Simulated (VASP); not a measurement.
Here is a VASP 6.6.1 calculation.

The input INCAR:

```
SYSTEM = Zn6O
PREC = Accurate ; ENCUT = 520
EDIFF = 1E-6 ; ISMEAR = 0
SIGMA = 0.1 ; LREAL = .False.
LASPH = .True. ; NELM = 60
ALGO = Normal ; ISIF = 2
LWAVE = .False. ; LCHARG = .True.
GGA = PE ; LELF = .True.
LVHAR = .True. ; NBANDS = 48
```

The input KPOINTS:

```
Automatic mesh
0
Gamma
  6 6 6
  0 0 0
```

Contents of POSCAR:

```
Zn6O
1.0
    2.6222617940      1.5139635526      4.2239623599
   -2.6222617940      1.5139635526      4.2239623599
    0.0000000000     -3.0279271053      4.2239623599
Zn O
6 1
Direct
    0.8445716637      0.8445716637      0.8445716637
    0.1554283363      0.1554283363      0.1554283363
    0.5000000000      0.5000000000      0.0000000000
    0.0000000000      0.5000000000      0.5000000000
    0.5000000000      0.0000000000      0.5000000000
    0.5000000000      0.5000000000      0.5000000000
    0.0000000000      0.0000000000      0.0000000000
```

Potentials or basis: VASP PAW PBE potentials, release 64 (Zn, O).

Run with:

```bash
$ cat potpaw_PBE.64/Zn/POTCAR potpaw_PBE.64/O/POTCAR > POTCAR
$ mpirun -np 1 vasp_std > vasp.out
```

Task: Predict the band gap on the k mesh.

Result: Zero (band 39 reaches 3.25 eV, above the bottom of band 40 at 2.68 eV).

Task: Estimate the pressure.

Result: 0.5 GPa.

Task: Predict the largest force.

Result: 0.065 eV/Å.

Forces in eV/Å, atoms in the order of the input:
```
Zn   0.000  0.000 -0.065
Zn   0.000  0.000  0.065
Zn   0.000  0.000  0.000
Zn   0.000  0.000  0.000
Zn   0.000  0.000  0.000
Zn   0.000  0.000  0.000
O    0.000  0.000  0.000
```
